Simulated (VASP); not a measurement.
BAs, 2 atoms in the cell. It takes space group F-43m (No. 216, cubic). Conventional cell: a = 4.739 Å, b = 4.739 Å, c = 4.739 Å, α = 90.00°, β = 90.00°, γ = 90.00°. Within 2.7 Å of B (site symmetry -43m) lie 4 As at 2.05 Å. As (site symmetry -43m) has 4 B at 2.05 Å within 2.7 Å. 

* Program: VASP 6.6.1
* Task: single point
* Functional: LDA
* Potentials or basis: VASP PAW LDA potentials, release 64 (B, As)
* Cutoff: 500 eV
* k mesh: 4 × 4 × 4
* Occupations: gaussian, width 0.01 eV
* Spin: no spin polarisation
* Dipole correction: no
* Further INCAR settings: ALGO = Normal; EDIFF = 1e-06; NBANDS = 11

Potentials or basis: VASP PAW LDA potentials, release 64 (B, As).

The run is started by

```sh
$ cat potpaw_LDA.64/B/POTCAR potpaw_LDA.64/As/POTCAR > POTCAR
$ mpirun -np 1 vasp_std > vasp.out
```

Hardware: 1 thread of AMD EPYC 7R13, with other jobs on the host.

Estimate the wall time of this run.

Run time: 4.7 s on 1 thread of AMD EPYC 7R13 (shared host), peak memory 0.09 GiB. Counts: scf iterations 12, k points 8.
